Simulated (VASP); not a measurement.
# LiCd16Se16 (a cell with a defect) in VASP: single point with PBE

Aim: the single point of LiCd16Se16 (a cell with a defect) with PBE.

Everything below comes from runs of VASP 6.6.1. Logs are shortened: lines on timing, memory, paths and dates and some standing lists are left out, and cuts for length are marked.

### 1 The cell of the first run

The cell holds a defect, 33 atoms: a = 8.680 Å, b = 8.680 Å, c = 14.156 Å, α = 90.00°, β = 90.00°, γ = 120.00°.

### 2 Single point, PBE

The input, INCAR:

```
PREC     = Accurate       # precision mode
ENCUT    = 650            # plane-wave cutoff, eV
EDIFF    = 1E-6           # SCF threshold, eV
ISMEAR   = -1             # smearing method
SIGMA    = 0.01           # smearing width, eV
LREAL    = Auto         
LASPH    = T              # aspherical terms in the spheres
NELM     = 120            # most SCF steps
ALGO     = Normal         # electronic algorithm
ISIF     = 2              # what is computed and relaxed
LWAVE    = F              # write WAVECAR
LCHARG   = F              # write CHGCAR
GGA      = PE             # functional
NELECT   = 290.0        
NBANDS   = 168            # bands
GGA_COMPAT= F            
ISYM     = -1
```

The input, KPOINTS:

```
explicit points
1
Reciprocal
  0.25000000   0.25000000   0.25000000 1
```

The input, POSCAR:

```
LiCd16Se16
1.0
    8.6804733296     -0.0000000029      0.0000000000
   -4.3402366623      7.5175104218      0.0000000000
    0.0000000000      0.0000000000     14.1556764200
Cd Se Li
16 16 1
Direct
    0.3441634708      0.1664245183      0.2551304567
    0.1636879288      0.3381552080      0.4987392256
    0.3335376710      0.1629459706      0.7496190726
    0.1637572766      0.3439156720      0.9948046890
    0.3396205813      0.6610227073      0.2484469467
    0.1635421576      0.8373223321      0.4993134519
    0.3371401244      0.6633875324      0.7393025194
    0.1711903060      0.8281030301      0.9933445230
    0.8293570253      0.1716665647      0.2556783436
    0.6626199329      0.3375212686      0.5043404684
    0.8353433010      0.1649914349      0.7481834444
    0.6606083810      0.3388484859      0.9958866680
    0.8334661755      0.6560101897      0.2552798008
    0.6628616924      0.8369894282      0.4987032354
    0.8374015665      0.6666639301      0.7495030051
    0.6565301496      0.8363718259      0.9950069321
    0.3328022533      0.1701348294      0.4407362472
    0.1622564582      0.3239302798      0.1867640088
    0.3253851111      0.1653013576      0.9406022564
    0.1661700386      0.3293676233      0.6873325570
    0.3316344970      0.6695929491      0.4356479638
    0.1668257817      0.8333157524      0.1866496698
    0.3340798096      0.6664753792      0.9310061692
    0.1679868829      0.8327169136      0.6881359771
    0.8303595350      0.1706700060      0.4411813243
    0.6667738155      0.3337785625      0.1854208176
    0.8303437900      0.1699562526      0.9386393457
    0.6668593788      0.3335867033      0.6924909526
    0.8308690948      0.6678767118      0.4408358111
    0.6771151539      0.8389525815      0.1869335095
    0.8344300171      0.6743652344      0.9405030608
    0.6714061469      0.8344752835      0.6873135246
    0.0064846458     -0.0058095961      0.1142154115
```

Potentials or basis: VASP PAW PBE potentials, release 64 (Cd, Se, Li_sv).

Command:

```console
$ cat potpaw_PBE.64/Cd/POTCAR potpaw_PBE.64/Se/POTCAR potpaw_PBE.64/Li_sv/POTCAR > POTCAR
$ mpirun -np 1 vasp_std > vasp.out
```

OUTCAR:

```text
PREC = Accurate
   ENCUT = 650
   EDIFF = 1E-6
   ISMEAR = -1
   LREAL = Auto
   LASPH = T
   NELM = 120
   ISIF = 2
   GGA = PE
   NELECT = 290.0
   ISYM = -1

 ion  position               nearest neighbor table
   1  0.344  0.166  0.255-  26 2.62  17 2.63  22 2.69  18 2.73
   2  0.164  0.338  0.499-  25 2.63  21 2.65  17 2.66  20 2.67
   3  0.334  0.163  0.750-  24 2.63  28 2.63  20 2.66  19 2.70
   4  0.164  0.344  0.995-  23 2.59  27 2.63  19 2.67  18 2.72  33 3.13
   5  0.340  0.661  0.248-  21 2.65  18 2.68  30 2.68  22 2.74
   6  0.164  0.837  0.499-  29 2.63  17 2.64  24 2.67  21 2.68
   7  0.337  0.663  0.739-  20 2.62  32 2.62  24 2.65  23 2.71
   8  0.171  0.828  0.993-  23 2.59  31 2.64  19 2.65  22 2.74  33 3.02
   9  0.829  0.172  0.256-  25 2.63  26 2.64  30 2.69  18 2.69
  10  0.663  0.338  0.504-  17 2.64  29 2.64  28 2.66  25 2.67
  11  0.835  0.165  0.748-  32 2.63  20 2.63  28 2.65  27 2.70
  12  0.661  0.339  0.996-  19 2.64  31 2.64  27 2.67  26 2.68
  13  0.833  0.656  0.255-  26 2.62  29 2.63  22 2.69  30 2.73
  14  0.663  0.837  0.499-  25 2.64  21 2.65  29 2.66  32 2.67
  15  0.837  0.667  0.750-  28 2.63  24 2.63  32 2.66  31 2.71
  16  0.657  0.836  0.995-  23 2.59  27 2.63  31 2.67  30 2.72  33 3.13
  17  0.333  0.170  0.441-   1 2.63   6 2.64  10 2.64   2 2.66
  18  0.162  0.324  0.187-   5 2.68  33 2.68   9 2.69   4 2.72   1 2.73
  19  0.325  0.165  0.941-  12 2.64   8 2.65   4 2.67   3 2.70
  20  0.166  0.329  0.687-   7 2.62  11 2.63   3 2.66   2 2.67
  21  0.332  0.670  0.436-  14 2.65   2 2.65   5 2.65   6 2.68
  22  0.167  0.833  0.187-  33 2.62   1 2.69  13 2.69   8 2.74   5 2.74
  23  0.334  0.666  0.931-   4 2.59  16 2.59   8 2.59   7 2.71
  24  0.168  0.833  0.688-   3 2.63  15 2.63   7 2.65   6 2.67
  25  0.830  0.171  0.441-   9 2.63   2 2.63  14 2.64  10 2.67
  26  0.667  0.334  0.185-  13 2.62   1 2.62   9 2.64  12 2.68
  27  0.830  0.170  0.939-   4 2.63  16 2.63  12 2.67  11 2.70
  28  0.667  0.334  0.692-  15 2.63   3 2.63  11 2.65  10 2.66
  29  0.831  0.668  0.441-  13 2.63   6 2.63  10 2.64  14 2.66
  30  0.677  0.839  0.187-  33 2.68   5 2.68   9 2.69  16 2.72  13 2.73
  31  0.834  0.674  0.941-  12 2.64   8 2.64  16 2.67  15 2.71
  32  0.671  0.834  0.687-   7 2.62  11 2.63  15 2.66  14 2.67
  33  0.006  0.994  0.114-  22 2.62  30 2.68  18 2.68   8 3.02  16 3.13   4 3.13

IMPORTANT INFORMATION: All symmetrisations will be switched off!
NOSYMM: (Re-)initialisation of all symmetry stuff for point group C_1.

----------------------------------------------------------------------------------------

                                     Primitive cell

  volume of cell :     923.7364

  direct lattice vectors                    reciprocal lattice vectors
     8.680473330 -0.000000003  0.000000000     0.115201091  0.066511381  0.000000000
    -4.340236662  7.517510422  0.000000000     0.000000000  0.133022762  0.000000000
[... 118 lines left out ...]
   EMIN   =  10.00;   EMAX   =-10.00  energy-range for DOS
   EFERMI =   0.00;   METHOD = LEGACY
   ISMEAR =    -1;   SIGMA  =   0.01  broadening in eV -4-tet -1-fermi 0-gaus
   EFERMI_NEDOS =   21; number of points for ismear=-14 and -15
   IALGO  =     38    algorithm
   IMIX   =      4    mixing-type and parameters
     AMIX     =   0.40;   BMIX     =  1.00
     AMIX_MAG =   1.60;   BMIX_MAG =  1.00
  volume/ion in A,a.u.               =      27.99       188.90
  Fermi-wavevector in a.u.,A,eV,Ry     =   1.112649  2.102602 16.843843  1.237988
  Thomas-Fermi vector in A             =   2.249225
   LORBIT       =      0    0 simple, 1 ext, 2 COOP (PROOUT), +10 PAW based schemes
   GGA     = PE    functional components
   LHFCALC =     F    Hartree Fock is set to
   AEXX    =    0.0000 exact exchange contribution
   IVDW    =     0    specifies the selected vdW correction
   LEPSILON=     F    determine dielectric tensor
   LRPA    =     F    only Hartree local field effects (RPA)
 non-spin polarized calculation
  energy-cutoff  :      650.00
  volume of cell :      923.74
 maximum number of plane-waves:     34793
 NGX is ok and might be reduce to    72
   NGX = 37   NGY = 37   NGZ = 59

 number of electron     290.0000001 magnetization

 Free energy of the ion-electron system (eV)
  ---------------------------------------------------
  ext. energy  EPLUGINS =         0.00000000
  ---------------------------------------------------
  free energy    TOTEN  =       -94.81543333 eV

  energy without entropy =      -94.81543333  energy(sigma->0) =      -94.81543333

 E-fermi :   0.7539     XC(G=0):  -8.8088

 val. band max:        0.4036842164   @ k =   0.2500   0.2500   0.2500
 cond. band min:       3.1822271785   @ k =   0.2500   0.2500   0.2500
 fundamental gap:      2.7785429621
 Fermi energy:         0.7538658455

 k-point     1 :       0.2500    0.2500    0.2500
  band No.  band energies     occupation
      1     -45.4258      2.00000
      2     -11.6306      2.00000
      3     -11.5509      2.00000
      4     -11.4924      2.00000
      5     -11.4736      2.00000
      6     -11.4173      2.00000
[... 149 lines left out ...]
    156       4.6399      0.00000
    157       4.7043      0.00000
 [bands above 157 left out]

------------------------ aborting loop because EDIFF is reached ----------------------------------------

  FORCE on cell =-STRESS in cart. coord.  units (eV):
  Direction    XX          YY          ZZ          XY          YZ          ZX
  --------------------------------------------------------------------------------------
  -------------------------------------------------------------------------------------
  Total        2.0774555     -2.6890289      4.0764204     -4.1623674     -0.2051290     -0.0063656
  in kB        3.6032487     -4.6639939      7.0703591     -7.2194302     -0.3557866     -0.0110407
  external PRESSURE =       2.0032046 kB  Pullay stress =       0.0000000 kB

 VOLUME and BASIS-vectors are now :
 -----------------------------------------------------------------------------
  energy-cutoff  :      650.00
  volume of cell :      923.74
      direct lattice vectors                 reciprocal lattice vectors
     8.680473330 -0.000000003  0.000000000     0.115201091  0.066511381  0.000000000
    -4.340236662  7.517510422  0.000000000     0.000000000  0.133022762  0.000000000
     0.000000000  0.000000000 14.155676420     0.000000000  0.000000000  0.070643039

 POSITION                                       TOTAL-FORCE (eV/Angst)
 -----------------------------------------------------------------------------------
      2.26518      1.25110      3.61154        -0.000463     -0.000062      0.002864
     -0.04678      2.54209      7.05999         0.002381     -0.000696      0.002053
      2.18804      1.22495     10.61137        -0.005719     -0.000400      0.004034
     -0.07118      2.58539     14.08213        -0.007397     -0.010198      0.008993
      0.07907      4.96925      3.51693         0.003145     -0.004088     -0.002197
     -2.21455      6.29458      7.06812         0.004733     -0.006048      0.006463
[... 25 lines left out ...]
      2.20630      6.27318      9.72939         0.002758     -0.007496      0.000765
     -4.25873      7.47384      1.61680        -0.004360      0.001498     -0.003303
 -----------------------------------------------------------------------------------
    total drift:                                0.033764      0.019238     -0.006834

  FREE ENERGIE OF THE ION-ELECTRON SYSTEM (eV)
  ---------------------------------------------------
  free  energy   TOTEN  =       -94.8154333326 eV

  energy  without entropy=      -94.8154333326  energy(sigma->0) =      -94.81543333
```

stdout:

```text
POSCAR found type information on POSCAR CdSeLi
 POSCAR found :  3 types and      33 ions
 scaLAPACK will be used
 LDA part: xc-table for (Slater+PW92), standard interpolation
 POSCAR, INCAR and KPOINTS ok, starting setup
 FFT: planning ... GRIDC
 FFT: planning ... GRID_SOFT
 FFT: planning ... GRID
 WAVECAR not read
 entering main loop
 the old and the new charge density differ
 old charge density:   291.00000 new  290.00000
    0.230E+01
```

Wall time 15 min (1 thread of Intel Xeon 8259CL, shared host); peak memory 1.2 GiB.

What came out:

| Property | Result |
| --- | --- |
| Free energy | -94.8154 eV |
| Largest force | 0.038 eV/Å |

Forces on the atoms (eV/Å):
```
Cd   0.000  0.000  0.003
Cd   0.002 -0.001  0.002
Cd  -0.006  0.000  0.004
Cd  -0.007 -0.010  0.009
Cd   0.003 -0.004 -0.002
Cd   0.005 -0.006  0.006
Cd   0.000  0.000  0.008
Cd  -0.006  0.002  0.015
Cd   0.010 -0.008 -0.002
Cd   0.005  0.000  0.001
Cd  -0.002  0.001  0.003
Cd  -0.004  0.002  0.002
Cd   0.001  0.002  0.001
Cd   0.001 -0.003  0.003
Cd  -0.005  0.003  0.005
Cd  -0.004  0.008  0.007
Se  -0.007  0.009 -0.015
Se   0.001 -0.001 -0.013
Se  -0.004 -0.032 -0.001
Se  -0.012  0.013 -0.004
Se  -0.008  0.014  0.005
Se   0.002 -0.002  0.037
Se   0.012 -0.003  0.001
Se   0.023 -0.003 -0.017
Se  -0.021  0.009  0.002
Se  -0.002 -0.011 -0.036
Se   0.011  0.000 -0.005
Se   0.001  0.000 -0.010
Se  -0.012  0.010  0.006
Se   0.005  0.003 -0.008
Se   0.021  0.014 -0.003
Se   0.003 -0.007  0.001
Li  -0.004  0.001 -0.003
```

Caveat: the cell carries a net charge on a neutralising background, which shifts energy and pressure; the cell is charged against a uniform background, so pressure and absolute levels hang on convention.
